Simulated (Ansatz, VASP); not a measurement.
**TePb: VASP beside Ansatz**

INCAR

```
SYSTEM = TePb
ALGO = Normal
EDIFF = 1E-7
ENCUT = 520
GGA = PE
ISIF = 2
ISMEAR = 0
LASPH = .True.
LCHARG = .True.
LELF = .True.
LREAL = .False.
LVHAR = .True.
LWAVE = .False.
NBANDS = 17
NELM = 80
PREC = Accurate
SIGMA = 0.01
```

File KPOINTS:

```
k-points
0
Gamma
  6 6 6
  0 0 0
```

The input POSCAR:

```
TePb
1.0
    0.0000000000      3.2176016351      3.2176016351
    3.2176016351      0.0000000000      3.2176016351
    3.2176016351      3.2176016351      0.0000000000
Pb Te
1 1
Direct
    0.0000000000      0.0000000000      0.0000000000
    0.5000000000      0.5000000000      0.5000000000
```

Input for Ansatz:

```yaml
crystal:
  lattice:
    - [0.0, 3.2176016351, 3.2176016351]
    - [3.2176016351, 0.0, 3.2176016351]
    - [3.2176016351, 3.2176016351, 0.0]
  atoms:
    - { symbol: Pb, position: [0.0, 0.0, 0.0] }
    - { symbol: Te, position: [0.5, 0.5, 0.5] }
kpoints:
  mp_grid: { grid: [6, 6, 6] }
hamiltonian:
  xc: pbe
scf:
  occupations: { method: fixed }
  n_extra_bands: 4
output:
  forces: true
  stress: true
  eigenvalues: true
```

Alike in both runs: task single point; functional PBE; k mesh 6 × 6 × 6; no spin polarisation.

|  | VASP | Ansatz |
| --- | --- | --- |
| version | VASP 6.6.1 | Ansatz 0.2.0 |
| potentials or method | VASP PAW PBE potentials, release 64 (Pb_d, Te) | plane waves, PAW |
| plane-wave cutoff (eV) | 520 | 420 |
| occupations | gaussian, width 0.01 eV | fixed |
| valence electrons in the cell | 20 | 30 |

Ansatz gave:

- gap on the k mesh at the Fermi level (eV): 0.70
- pressure (GPa): 2.8

Question: What did VASP give for the same quantities?

Answer: gap on the k mesh at the Fermi level (eV): 0.71; pressure (GPa): 2.7.

VASP's potentials hold 20 valence electrons a cell and Ansatz's 30, so a difference there can come from the potentials and not from the codes.

Neither program's run includes spin-orbit coupling.
